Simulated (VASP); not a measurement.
# Al (Pm-3n) in VASP: further runs, part 2 of 2

VASP 6.6.1.

### Step 3. Single point, LDA

INCAR reads:

```
SYSTEM = Al
  ALGO = Normal
  EDIFF = 1E-7
  ENCUT = 520
  GGA = CA
  ISIF = 2
  ISMEAR = -1
  LASPH = .True.
  LCHARG = .False.
  LREAL = .False.
  LWAVE = .False.
  NBANDS = 22
  NELM = 100
  PREC = Accurate
  SIGMA = 0.1
```

KPOINTS reads:

```
k-points
0
Gamma
  7 7 7
  0 0 0
```

POSCAR reads:

```
Al
1.0
    5.0635493652      0.0000000000      0.0000000000
    0.0000000000      5.0635493652      0.0000000000
    0.0000000000      0.0000000000      5.0635493652
Al
8
Direct
    0.0000000000      0.0000000000      1.0000000000
    0.5000000000      0.5000000000      0.5000000000
    0.2500000000      0.0000000000      0.5000000000
    0.7500000000      0.0000000000      0.5000000000
    0.5000000000      0.2500000000      0.0000000000
    0.5000000000      0.7500000000      0.0000000000
    1.0000000000      0.5000000000      0.2500000000
    1.0000000000      0.5000000000      0.7500000000
```

Potentials or basis: VASP PAW LDA potentials, release 64 (Al).

On the command line:

```sh
$ cat potpaw_LDA.64/Al/POTCAR > POTCAR
$ mpirun -np 1 vasp_std > vasp.out
```

OUTCAR:

```text
SYSTEM = Al
   EDIFF = 1E-7
   ENCUT = 520
   GGA = CA
   ISIF = 2
   ISMEAR = -1
   LASPH = .True.
   LREAL = .False.
   NELM = 100
   PREC = Accurate

 ion  position               nearest neighbor table
   1  0.000  0.000  0.000-   3 2.83   4 2.83   5 2.83   6 2.83   7 2.83   8 2.83   3 2.83   4 2.83
                             7 2.83   8 2.83   5 2.83   6 2.83
   2  0.500  0.500  0.500-   3 2.83   4 2.83   5 2.83   6 2.83   7 2.83   8 2.83   5 2.83   6 2.83
                             3 2.83   4 2.83   7 2.83   8 2.83
   3  0.250  0.000  0.500-   4 2.53   4 2.53   1 2.83   1 2.83   2 2.83   2 2.83   8 3.10   5 3.10
                             5 3.10   6 3.10   6 3.10   7 3.10   8 3.10   7 3.10
   4  0.750  0.000  0.500-   3 2.53   3 2.53   1 2.83   1 2.83   2 2.83   2 2.83   8 3.10   5 3.10
                             5 3.10   6 3.10   6 3.10   7 3.10   8 3.10   7 3.10
   5  0.500  0.250  0.000-   6 2.53   6 2.53   1 2.83   2 2.83   2 2.83   1 2.83   8 3.10   4 3.10
                             3 3.10   4 3.10   3 3.10   7 3.10   7 3.10   8 3.10
   6  0.500  0.750  0.000-   5 2.53   5 2.53   1 2.83   2 2.83   2 2.83   1 2.83   8 3.10   4 3.10
                             3 3.10   4 3.10   3 3.10   7 3.10   7 3.10   8 3.10
   7  0.000  0.500  0.250-   8 2.53   8 2.53   1 2.83   2 2.83   1 2.83   2 2.83   3 3.10   4 3.10
                             5 3.10   3 3.10   4 3.10   6 3.10   5 3.10   6 3.10
   8  0.000  0.500  0.750-   7 2.53   7 2.53   1 2.83   2 2.83   1 2.83   2 2.83   3 3.10   4 3.10
                             5 3.10   3 3.10   4 3.10   6 3.10   5 3.10   6 3.10

  LATTYP: Found a simple cubic cell.
 ALAT       =     5.0635493652

  Lattice vectors:

 A1 = (   5.0635493652,   0.0000000000,   0.0000000000)
 A2 = (   0.0000000000,   5.0635493652,   0.0000000000)
 A3 = (   0.0000000000,   0.0000000000,   5.0635493652)

Analysis of symmetry for initial positions (statically):
=====================================================================
 Subroutine PRICEL returns:
 Original cell was already a primitive cell.

 Routine SETGRP: Setting up the symmetry group for a
 simple cubic supercell.

 Subroutine GETGRP returns: Found 48 space group operations
 (whereof 24 operations were pure point group operations)
 out of a pool of 48 trial point group operations.

The static configuration has the point symmetry T_h .
 The point group associated with its full space group is O_h .

Analysis of symmetry for dynamics (positions and initial velocities):
=====================================================================
 Subroutine PRICEL returns:
 Original cell was already a primitive cell.

 Routine SETGRP: Setting up the symmetry group for a
 simple cubic supercell.

 Subroutine GETGRP returns: Found 48 space group operations
 (whereof 24 operations were pure point group operations)
 out of a pool of 48 trial point group operations.

The dynamic configuration has the point symmetry T_h .
 The point group associated with its full space group is O_h .

 Subroutine INISYM returns: Found 48 space group operations
 (whereof 24 operations are pure point group operations),
 and found     1 'primitive' translations

----------------------------------------------------------------------------------------

                                     Primitive cell
[... 64 lines left out ...]
  0.142857  0.142857  0.000000     12.000000
  0.285714  0.142857  0.000000     24.000000
[... 12 lines left out ...]
  0.428571  0.428571  0.285714     24.000000
  0.428571  0.428571  0.428571      8.000000
   k-points           NKPTS =     20   k-points in BZ     NKDIM =     20   number of bands    NBANDS=     22
   number of dos      NEDOS =    301   number of ions     NIONS =      8
   total plane-waves  NPLWV =  64000
   dimension x,y,z NGX =    40 NGY =   40 NGZ =   40
   dimension x,y,z NGXF=    80 NGYF=   80 NGZF=   80
   ions per type =               8
   NGX,Y,Z   is equivalent  to a cutoff of  13.13, 13.13, 13.13 a.u.
   NGXF,Y,Z  is equivalent  to a cutoff of  26.27, 26.27, 26.27 a.u.
 SYSTEM =  Al
   PREC   = accura    normal or accurate (medium, high low for compatibility)
   ISTART =      0    job   : 0-new  1-cont  2-samecut
   ICHARG =      2    charge: 1-file 2-atom 10-const
   ISPIN  =      1    spin polarized calculation?
   LNONCOLLINEAR =      F non collinear calculations
   LSORBIT =      F    spin-orbit coupling
   LASPH  =      T    aspherical Exc in radial PAW
   ENCUT  =  520.0 eV  38.22 Ry    6.18 a.u.   9.41  9.41  9.41*2*pi/ulx,y,z
   NELM   =    100;   NELMIN=  2; NELMDL= -5     # of ELM steps
   EDIFF  = 0.1E-06   stopping-criterion for ELM
   LREAL  =      F    real-space projection
   EDIFFG = 0.1E-05   stopping-criterion for IOM
   NSW    =      0    number of steps for IOM
   IBRION =     -1    ionic relax: 0-MD 1-quasi-New 2-CG
   NFREE  =      0    steps in history (QN), initial steepest desc. (CG)
   ISIF   =      2    stress and relaxation
   ISYM   =      2    0-nonsym 1-usesym 2-fastsym
   POTIM  = 0.5000    time-step for ionic-motion
   TEBEG  =    0.0;   TEEND  =   0.0 temperature during run
   PSTRESS=    0.0 pullay stress
   NELECT =      24.0000    total number of electrons
   NUPDOWN=      -1.0000    fix difference up-down
   EMIN   =  10.00;   EMAX   =-10.00  energy-range for DOS
   EFERMI =   0.00;   METHOD = LEGACY
   ISMEAR =    -1;   SIGMA  =   0.10  broadening in eV -4-tet -1-fermi 0-gaus
   EFERMI_NEDOS =   21; number of points for ismear=-14 and -15
   IALGO  =     38    algorithm
   IMIX   =      4    mixing-type and parameters
     AMIX     =   0.40;   BMIX     =  1.00
     AMIX_MAG =   1.60;   BMIX_MAG =  1.00
  volume/ion in A,a.u.               =      16.23       109.51
  Fermi-wavevector in a.u.,A,eV,Ry     =   0.932589  1.762337 11.833284  0.869722
  Thomas-Fermi vector in A             =   2.059202
   LORBIT       =      0    0 simple, 1 ext, 2 COOP (PROOUT), +10 PAW based schemes
   GGA     = CA    functional components
   LHFCALC =     F    Hartree Fock is set to
   AEXX    =    0.0000 exact exchange contribution
   IVDW    =     0    specifies the selected vdW correction
   LEPSILON=     F    determine dielectric tensor
   LRPA    =     F    only Hartree local field effects (RPA)
 non-spin polarized calculation
  energy-cutoff  :      520.00
  volume of cell :      129.83
 maximum number of plane-waves:      3531
 NGX is ok and might be reduce to    40
   NGX = 19   NGY = 19   NGZ = 19

 number of electron      23.9999999 magnetization

 Free energy of the ion-electron system (eV)
  ---------------------------------------------------
  ext. energy  EPLUGINS =         0.00000000
  ---------------------------------------------------
  free energy    TOTEN  =       -32.95084049 eV

  energy without entropy =      -32.84795333  energy(sigma->0) =      -32.89939691

 E-fermi :   7.9870     XC(G=0): -10.3972

 val. band max:        7.9713515771   @ k =   0.1429   0.1429   0.0000
 cond. band min:       8.0023563622   @ k =   0.2857   0.2857   0.0000
 fundamental gap:      0.0310047851
 Fermi energy:         7.9870255294

 k-point     1 :       0.0000    0.0000    0.0000
  band No.  band energies     occupation
      1      -3.2569      2.00000
      2       2.1718      2.00000
      3       2.1770      2.00000
      4       2.1770      2.00000
      5       2.5811      2.00000
      6       2.5811      2.00000
[... 489 lines left out ...]
     21      12.2214      0.00000
     22      12.3210      0.00000

------------------------ aborting loop because EDIFF is reached ----------------------------------------

  FORCE on cell =-STRESS in cart. coord.  units (eV):
  Direction    XX          YY          ZZ          XY          YZ          ZX
  --------------------------------------------------------------------------------------
  -------------------------------------------------------------------------------------
  Total        0.0768365      0.0768365      0.0768365     -0.0000000      0.0000000     -0.0000000
  in kB        0.9482291      0.9482291      0.9482291     -0.0000000      0.0000000     -0.0000000
  external PRESSURE =       0.9482291 kB  Pullay stress =       0.0000000 kB

 VOLUME and BASIS-vectors are now :
 -----------------------------------------------------------------------------
  energy-cutoff  :      520.00
  volume of cell :      129.83
      direct lattice vectors                 reciprocal lattice vectors
     5.063549365  0.000000000  0.000000000     0.197489928  0.000000000  0.000000000
     0.000000000  5.063549365  0.000000000     0.000000000  0.197489928  0.000000000
     0.000000000  0.000000000  5.063549365     0.000000000  0.000000000  0.197489928

 POSITION                                       TOTAL-FORCE (eV/Angst)
 -----------------------------------------------------------------------------------
      0.00000      0.00000      0.00000        -0.000000     -0.000000     -0.000000
      2.53177      2.53177      2.53177        -0.000000     -0.000000     -0.000000
      1.26589      0.00000      2.53177        -0.000000     -0.000000     -0.000000
      3.79766      0.00000      2.53177         0.000000      0.000000      0.000000
      2.53177      1.26589      0.00000        -0.000000     -0.000000      0.000000
      2.53177      3.79766      0.00000         0.000000      0.000000     -0.000000
      0.00000      2.53177      1.26589         0.000000      0.000000      0.000000
      0.00000      2.53177      3.79766        -0.000000     -0.000000     -0.000000
 -----------------------------------------------------------------------------------
    total drift:                               -0.000000      0.000000     -0.000000

  FREE ENERGIE OF THE ION-ELECTRON SYSTEM (eV)
  ---------------------------------------------------
  free  energy   TOTEN  =       -32.9508404941 eV

  energy  without entropy=      -32.8479533273  energy(sigma->0) =      -32.89939691
```

Run time: 34 s. Hardware: 1 thread of Intel Xeon Platinum 8488C (Sapphire Rapids), shared host; peak memory 0.19 GiB.

What came out:

```
Free energy            : -32.9508 eV
Pressure               : 0.1 GPa
Band gap on the k mesh : zero (band 12 reaches 10.34 eV, above the bottom of band 13 at 7.22 eV)
```

### Step 4. Relaxation of cell and atoms, LDA

This run uses another cell than the first one, of 16.60 Å³/atom, 1.023 times its volume.

INCAR reads:

```
SYSTEM = Al
PREC = Accurate
ENCUT = 600
EDIFF = 1E-6
ISMEAR = -1
SIGMA = 0.1
LREAL = .False.
LASPH = .True.
NELM = 60
ALGO = Normal
ISIF = 3
LWAVE = .False.
LCHARG = .False.
IBRION = 2
NSW = 80
EDIFFG = -0.01
```

KPOINTS reads:

```
regular mesh
0
Gamma
  5 5 5
  0 0 0
```

POSCAR reads:

```
Al
1.0
    5.1021510852      0.0000000000      0.0000000000
    0.0000000000      5.1021510852      0.0000000000
    0.0000000000      0.0000000000      5.1021510852
Al
8
Direct
    0.0000000000      0.0000000000      0.0000000000
    0.5000000000      0.5000000000      0.5000000000
    0.2500000000      0.0000000000      0.5000000000
    0.7500000000      0.0000000000      0.5000000000
    0.5000000000      0.2500000000      0.0000000000
    0.5000000000      0.7500000000      0.0000000000
    0.0000000000      0.5000000000      0.2500000000
    0.0000000000      0.5000000000      0.7500000000
```

Potentials or basis: VASP PAW LDA potentials, release 64 (Al).

On the command line:

```sh
$ cat potpaw_LDA.64/Al/POTCAR > POTCAR
$ mpirun -np 1 vasp_std > vasp.out
```

OUTCAR:

```text
SYSTEM = Al
   PREC = Accurate
   ENCUT = 600
   EDIFF = 1E-6
   ISMEAR = -1
   LREAL = .False.
   LASPH = .True.
   NELM = 60
   ISIF = 3
   IBRION = 2
   NSW = 80
   EDIFFG = -0.01

 ion  position               nearest neighbor table
   1  0.000  0.000  0.000-   3 2.85   4 2.85   5 2.85   6 2.85   7 2.85   8 2.85   3 2.85   4 2.85
                             7 2.85   8 2.85   5 2.85   6 2.85
   2  0.500  0.500  0.500-   3 2.85   4 2.85   5 2.85   6 2.85   7 2.85   8 2.85   5 2.85   6 2.85
                             3 2.85   4 2.85   7 2.85   8 2.85
   3  0.250  0.000  0.500-   4 2.55   4 2.55   1 2.85   1 2.85   2 2.85   2 2.85   5 3.12   6 3.12
                             6 3.12   5 3.12   8 3.12   7 3.12   8 3.12   7 3.12
   4  0.750  0.000  0.500-   3 2.55   3 2.55   1 2.85   1 2.85   2 2.85   2 2.85   5 3.12   6 3.12
                             6 3.12   5 3.12   8 3.12   7 3.12   8 3.12   7 3.12
   5  0.500  0.250  0.000-   6 2.55   6 2.55   1 2.85   2 2.85   2 2.85   1 2.85   3 3.12   4 3.12
                             3 3.12   4 3.12   8 3.12   7 3.12   7 3.12   8 3.12
   6  0.500  0.750  0.000-   5 2.55   5 2.55   1 2.85   2 2.85   2 2.85   1 2.85   3 3.12   4 3.12
                             3 3.12   4 3.12   8 3.12   7 3.12   7 3.12   8 3.12
[... 270 lines left out ...]
--------------------------------------- Ionic step        3  -------------------------------------------

 number of electron      23.9999999 magnetization

 Free energy of the ion-electron system (eV)
  ---------------------------------------------------
  ext. energy  EPLUGINS =         0.00000000
  ---------------------------------------------------
  free energy    TOTEN  =       -32.86016939 eV

  energy without entropy =      -32.71607787  energy(sigma->0) =      -32.78812363

 E-fermi :   8.0846     XC(G=0): -10.3950

 val. band max:        8.0778515306   @ k =   0.4000   0.2000   0.2000
 cond. band min:       8.0975202358   @ k =   0.2000   0.2000   0.2000
 fundamental gap:      0.0196687052
 Fermi energy:         8.0845673577

 k-point     1 :       0.0000    0.0000    0.0000
  band No.  band energies     occupation
      1      -3.2590      2.00000
      2       2.1659      2.00000
      3       2.1738      2.00000
      4       2.1738      2.00000
      5       2.5767      2.00000
      6       2.5767      2.00000
[... 224 lines left out ...]
  FREE ENERGIE OF THE ION-ELECTRON SYSTEM (eV)
  ---------------------------------------------------
  free  energy   TOTEN  =       -32.8601693880 eV

  energy  without entropy=      -32.7160778734  energy(sigma->0) =      -32.78812363

 reached required accuracy - stopping structural energy minimisation
```

It took 38 s on 1 thread of Intel Xeon Platinum 8488C (Sapphire Rapids), shared host; peak memory 0.2 GiB.

Results:

- Free energy: -32.8602 eV
- Relaxed volume: 16.24 Å³/atom
- Relaxed cell: a = 5.065 Å, b = 5.065 Å, c = 5.065 Å, α = 90.00°, β = 90.00°, γ = 90.00°
- Space group after relaxing (to 0.05 Å): Pm-3n (No. 223)
- Energy gained by relaxing: 1.9 meV/atom
- Ionic steps: 3
- Pressure after relaxing: 0.0 GPa
- Band gap on the k mesh: zero (band 12 reaches 9.98 eV, above the bottom of band 13 at 7.39 eV)

Step by step:
| step | energy change (eV) | largest force (eV/Å) | pressure (GPa) | volume (Å³) |
| --- | --- | --- | --- | --- |
| 1 | 0.0000 | 0.0000 | -1.64 | 132.82 |
| 2 | -0.0151 | 0.0000 | 0.20 | 129.57 |
| 3 | -0.0153 | 0.0000 | 0.00 | 129.91 |

Final structure:
```yaml
crystal:
  lattice:
    - [5.06458, 0.00000, 0.00000]
    - [0.00000, 5.06458, 0.00000]
    - [0.00000, 0.00000, 5.06458]
  atoms:
    - { symbol: Al, position: [0.00000, 0.00000, 0.00000] }
    - { symbol: Al, position: [0.50000, 0.50000, 0.50000] }
    - { symbol: Al, position: [0.25000, 0.00000, 0.50000] }
    - { symbol: Al, position: [0.75000, 0.00000, 0.50000] }
    - { symbol: Al, position: [0.50000, 0.25000, 0.00000] }
    - { symbol: Al, position: [0.50000, 0.75000, 0.00000] }
    - { symbol: Al, position: [0.00000, 0.50000, 0.25000] }
    - { symbol: Al, position: [0.00000, 0.50000, 0.75000] }
```

### Step 5. The runs side by side

| task | cell | k mesh | cutoff (eV) | gap on the mesh (eV) | pressure (GPa) |
| --- | --- | --- | --- | --- | --- |
| single point | a = 5.064 Å, 8 atoms | 5 × 5 × 5 | 520 | none | 0.0 |
| single point | a = 5.064 Å, 8 atoms | 7 × 7 × 7 | 520 | none | 0.1 |
| relaxation of cell and atoms | relaxed from a = 5.102 Å, 8 atoms | 5 × 5 × 5 | 600 | none | 0.0 |

Alike in all rows: level LDA; potentials or basis VASP PAW LDA potentials, release 64 (Al); no spin polarisation; smearing fermi-dirac 0.1 eV.

Total energies depend on the potentials used, so only differences within one code and one set of settings carry meaning.
